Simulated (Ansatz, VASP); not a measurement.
## One calculation of Ti, two programs

```
CELL_PARAMETERS angstrom
2.93573 0.00000 0.00000
-1.46787 2.54242 0.00000
0.00000 0.00000 4.64086
ATOMIC_POSITIONS crystal
Ti 0.33333 0.66667 0.25000
Ti 0.66667 0.33333 0.75000
```

Alike in both runs: task relaxation of cell and atoms; functional PBEsol; k mesh 18 × 18 × 10; occupations gaussian, width 0.1 eV; no spin polarisation.

```csv
,VASP,Ansatz
version,VASP 6.6.1,Ansatz 0.2.0
potentials or method,"VASP PAW PBE potentials, release 64 (Ti_sv), cutoff 600 eV","scalar-relativistic, plane waves, PAW"
valence electrons in the cell,24,24
```

VASP gave:

* gap on the k mesh at the Fermi level, each at its own relaxed structure (eV): none
* relaxed volume (Å³/atom): 16.69
* relaxed cell length with the largest relative difference (Å): 4.587

What did Ansatz give for the same quantities?

gap on the k mesh at the Fermi level, each at its own relaxed structure (eV): none; relaxed volume (Å³/atom): 16.72; relaxed cell length with the largest relative difference (Å): 4.590.

VASP's potentials were made for PBE, not for PBEsol, and Ansatz warns of the same on its side. A gap of «none» marks a metal or a gap that the smearing closes.
